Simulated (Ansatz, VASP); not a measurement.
# HgPt: VASP beside Ansatz

The input INCAR:

```
SYSTEM = HgPt
PREC = Accurate ; ENCUT = 520
EDIFF = 1E-7 ; ISMEAR = -1
SIGMA = 0.03 ; LREAL = .FALSE.
LASPH = .TRUE. ; NELM = 100
ALGO = Normal ; ISIF = 2
LWAVE = .FALSE. ; LCHARG = .TRUE.
GGA = CA ; LELF = .TRUE.
LVHAR = .TRUE. ; NBANDS = 18
```

File KPOINTS:

```
Automatic mesh
0
G
  12 12 10
  0 0 0
```

File POSCAR:

```
HgPt
1.0
    2.9710000000      0.0000000000      0.0000000000
    0.0000000000      2.9710000000      0.0000000000
    0.0000000000      0.0000000000      3.8250000000
Hg Pt
1 1
Direct
    0.0000000000      0.0000000000      0.0000000000
    0.5000000000      0.5000000000      0.5000000000
```

Input for Ansatz:

```yaml
crystal:
  lattice:
    - [2.971, 0.0, 0.0]
    - [0.0, 2.971, 0.0]
    - [0.0, 0.0, 3.825]
  atoms:
    - { symbol: Hg, position: [0.0, 0.0, 0.0] }
    - { symbol: Pt, position: [0.5, 0.5, 0.5] }
kpoints:
  mp_grid: { grid: [12, 12, 10] }
  band_path:
    path:
      - [0.0, 0.0, 0.0]
      - [0.0, 0.5, 0.0]
      - [0.5, 0.5, 0.0]
      - [0.0, 0.0, 0.0]
      - [0.0, 0.0, 0.5]
      - [0.0, 0.5, 0.5]
      - [0.5, 0.5, 0.5]
      - [0.0, 0.0, 0.5]
      - [0.0, 0.5, 0.0]
    npoints: 14
scf:
  occupations: { method: fermi_dirac, width: 0.03 }
hamiltonian:
  xc: lda
  pseudopotentials: { kind: all_electron, lapw: { basis_error: 0.0005 } }
output:
  forces: true
  stress: true
  eigenvalues: true
  populations: true
  dos: { projected: true, de: 0.2, e_range: [-14, 8] }
```

Alike in both runs: task single point; functional LDA; k mesh 12 × 12 × 10; occupations fermi-dirac, width 0.03 eV; no spin polarisation.

```csv
,VASP,Ansatz
version,VASP 6.6.1,Ansatz 0.2.0
potentials or method,"VASP PAW LDA potentials, release 64 (Hg, Pt), cutoff 520 eV","all-electron LAPW, scalar-relativistic"
```

```csv
,VASP,Ansatz,Ansatz less VASP
pressure (GPa),0.4,-1.7,-2.02
"traceless stress, the component that is largest in VASP (GPa)",0.52,0.42,-0.099
```

LDA's correlation is that of Perdew and Zunger in VASP and of Perdew and Wang (1992) in Ansatz. Ansatz ran all-electron here, and VASP with PAW potentials.

Spin-orbit coupling is off throughout.
